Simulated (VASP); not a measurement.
Input of a VASP 6.6.1 run:

INCAR

```
ALGO     = Normal         # electronic algorithm
EDIFF    = 1E-7           # SCF threshold, eV
ENCUT    = 520            # plane-wave cutoff, eV
ISIF     = 2              # what is computed and relaxed
ISMEAR   = 0              # smearing method
LASPH    = T              # aspherical terms in the spheres
LCHARG   = T              # write CHGCAR
LELF     = T              # ELF
LREAL    = F              # projectors in reciprocal space
LVHAR    = T            
LWAVE    = F              # write WAVECAR
NBANDS   = 11             # bands
NELM     = 100            # most SCF steps
PREC     = Accurate       # precision mode
SIGMA    = 0.05           # smearing width, eV
```

File KPOINTS:

```
k-points
0
Gamma
  12 12 12
```

Contents of POSCAR:

```
Si
1.0
    0.0000000000      2.7154700000      2.9870170000
    2.7154700000      0.0000000000      2.9870170000
    2.7154700000      2.7154700000      0.0000000000
Si
2
Direct
    0.5000000000      0.5000000000      0.5000000000
    0.7500000000      0.7500000000      0.7500000000
```

Potentials or basis: VASP PAW LDA potentials, release 64 (Si).

Launch:

```console
$ cat potpaw_LDA.64/Si/POTCAR > POTCAR
$ mpirun -np 1 vasp_std > vasp.out
```

Question: Estimate the pressure.

Answer: -8.5 GPa.

Question: Predict the band gap on the k mesh.

Answer: 0.12 eV, indirect (least direct gap 1.51 eV).

Stress tensor (GPa, compression positive):
```
 -5.15   0.00   0.00
  0.00  -5.15   0.00
  0.00   0.00 -15.29
```

Caveat: the cell differs from its parent crystal (strain +0.1000 x Voigt [0, 0, 1, 0, 0, 0]). A k mesh can miss the band edges.
